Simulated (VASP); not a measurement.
# Zn: relaxation of cell and atoms with PBE

Crystal: Zn.

```
Zn
1.0
     0.00000    1.96564    1.96564
     1.96564    0.00000    1.96564
     1.96564    1.96564    0.00000
Zn
1
Direct
  0.00000 0.00000 0.00000
```

```
Program                : VASP 6.6.1
Task                   : relaxation of cell and atoms
Functional             : PBE
Potentials or basis    : VASP PAW PBE potentials, release 64 (Zn)
Cutoff                 : 600 eV
k mesh                 : 9 × 9 × 9
Occupations            : methfessel-paxton, width 0.1 eV
Spin                   : no spin polarisation
Dipole correction      : no
Further INCAR settings : ALGO = Normal; EDIFF = 1e-07; IBRION = 2; EDIFFG = -0.02; NSW = 80; ISIF = 3
```

```
Relaxed volume                         : 15.25 Å³/atom
Relaxed cell                           : a = 2.783 Å, b = 2.783 Å, c = 2.783 Å, α = 60.00°, β = 60.00°, γ = 60.00°
Space group after relaxing (to 0.05 Å) : Fm-3m (No. 225)
Energy gained by relaxing              : 0.0 meV/atom
Ionic steps                            : 2
Pressure after relaxing                : 0.0 GPa
Band gap on the k mesh                 : zero (band 6 reaches 3.78 eV, above the bottom of band 7 at 2.10 eV)
```

Final structure:
```xyz
1
Lattice="0.0000 1.9681 1.9681 1.9681 0.0000 1.9681 1.9681 1.9681 0.0000" Properties=species:S:1:pos:R:3 pbc="T T T"
Zn    0.0000    0.0000    0.0000
```

Levels at points of the mesh, in eV from the Fermi level:
```tsv
k point	band 4	band 5	band 6	band 7	band 8	band 9
(0.00, 0.00, 0.00)	-7.47	-7.10	-7.10	18.33	18.33	18.33
```

Run time: 20 s on 1 thread of AMD EPYC 7R43 64-Core Processor (Zen 3), on a shared host, peak memory 0.1 GiB.
